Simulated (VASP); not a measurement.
Zn: relaxation of cell and atoms with LDA

The system is Zn.

```xyz
1
Lattice="-1.5690 1.5690 1.5690 1.5690 -1.5690 1.5690 1.5690 1.5690 -1.5690" Properties=species:S:1:pos:R:3 pbc="T T T"
Zn    0.0000    0.0000    0.0000
```

| Item | Value |
| --- | --- |
| Program | VASP 6.6.1 |
| Task | relaxation of cell and atoms |
| Functional | LDA |
| Potentials or basis | VASP PAW LDA potentials, release 64 (Zn) |
| Cutoff | 600 eV |
| k mesh | 18 × 18 × 18 |
| Occupations | fermi-dirac, width 0.05 eV |
| Spin | no spin polarisation |
| Dipole correction | no |
| Further INCAR settings | ALGO = Normal; EDIFF = 1e-06; IBRION = 2; EDIFFG = -0.03; NSW = 80; ISIF = 3 |

The relaxed volume is 13.79 Å³/atom, the relaxed cell is a = 2.616 Å, b = 2.616 Å, c = 2.616 Å, α = 109.47°, β = 109.47°, γ = 109.47° and the space group after relaxing (to 0.05 Å) is Im-3m (No. 229). The energy gained by relaxing is 47.6 meV/atom, the ionic steps are 2 and the pressure after relaxing is -0.3 GPa. The band gap on the k mesh is zero (band 6 reaches 8.05 eV, above the bottom of band 7 at 2.90 eV).

Step by step:
```
step  energy change (eV)  largest force (eV/Å)  pressure (GPa)  volume (Å³)
   1              0.0000                0.0000           -8.00        15.45
   2             -0.0476                0.0000           -0.26        13.79
```

Final structure:
```cif
data_structure
_symmetry_space_group_name_H-M 'P 1'
_symmetry_Int_Tables_number 1
_cell_length_a 2.6165
_cell_length_b 2.6165
_cell_length_c 2.6165
_cell_angle_alpha 109.471
_cell_angle_beta 109.471
_cell_angle_gamma 109.471
_cell_volume 13.79
loop_
_atom_site_label
_atom_site_type_symbol
_atom_site_fract_x
_atom_site_fract_y
_atom_site_fract_z
_atom_site_occupancy
Zn1 Zn 0.00000 0.00000 0.00000 1
```

Levels at points of the mesh, in eV from the Fermi level:
```tsv
k point	band 4	band 5	band 6	band 7	band 8	band 9
(0.00, 0.00, 0.00)	-8.24	-7.62	-7.62	20.63	20.63	20.63
(0.50, 0.00, 0.00)	-7.58	-7.21	-3.17	-0.89	12.05	13.39
(0.50, 0.50, 0.50)	-7.31	-7.31	4.27	4.27	4.27	8.62
```

It took 14 s on 1 thread of Intel(R) Xeon(R) 6975P-C (Granite Rapids), on a shared host, peak memory 0.16 GiB.
